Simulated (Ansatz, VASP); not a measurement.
## Os: VASP beside Ansatz

INCAR

```
PREC     = Accurate       # precision mode
ENCUT    = 520            # plane-wave cutoff, eV
EDIFF    = 1E-7           # SCF threshold, eV
ISMEAR   = 0              # smearing method
SIGMA    = 0.15           # smearing width, eV
LREAL    = False          # projectors in reciprocal space
LASPH    = True           # aspherical terms in the spheres
NELM     = 100            # most SCF steps
ALGO     = Normal         # electronic algorithm
ISIF     = 2              # what is computed and relaxed
LWAVE    = False          # write WAVECAR
LCHARG   = False          # write CHGCAR
GGA      = PS             # functional
NBANDS   = 15             # bands
```

File KPOINTS:

```
Automatic mesh
0
Gamma
  18 18 12
```

The input POSCAR:

```
Os
1.0
    2.7340999755      0.0000000000      0.0000000000
   -1.3670499878      2.3678000353      0.0000000000
    0.0000000000      0.0000000000      4.5356850000
Os
2
Direct
    0.3333333333      0.6666666667      0.2500000000
    0.6666666667      0.3333333333      0.7500000000
```

Input for Ansatz:

```yaml
crystal:
  lattice:
    - [2.7340999755, 0.0, 0.0]
    - [-1.3670499878, 2.3678000353, 0.0]
    - [0.0, 0.0, 4.535685]
  atoms:
    - { symbol: Os, position: [0.3333333333, 0.6666666667, 0.25] }
    - { symbol: Os, position: [0.6666666667, 0.3333333333, 0.75] }
basis:
  ecutwfc: 420
kpoints:
  mp_grid: { grid: [18, 18, 12] }
hamiltonian:
  xc: pbesol
scf:
  occupations: { method: gaussian, width: 0.15 }
output:
  forces: true
  stress: true
  eigenvalues: true
```

Change from the starting cell: strain +0.000 along x and y, +0.050 along z, atoms carried along.

Alike in both runs: task single point; functional PBEsol; k mesh 18 × 18 × 12; occupations gaussian, width 0.15 eV; no spin polarisation.

```csv
,VASP,Ansatz
version,VASP 6.6.1,Ansatz 0.2.0
potentials or method,"VASP PAW PBE potentials, release 64 (Os), cutoff 520 eV","scalar-relativistic, plane waves, PAW"
valence electrons in the cell,16,32
```

```csv
,VASP,Ansatz,Ansatz less VASP
gap on the k mesh at the Fermi level (eV),none,none,-
pressure (GPa),-20.7,-20.6,+0.06
"traceless stress, the component that is largest in VASP (GPa)",-17.72,-17.82,-0.099
```

VASP's potentials were made for PBE, not for PBEsol. A gap of «none» marks a metal or a gap that the smearing closes. VASP's potentials hold 16 valence electrons a cell and Ansatz's 32, so a difference there can come from the potentials and not from the codes.

Spin-orbit coupling is off throughout.
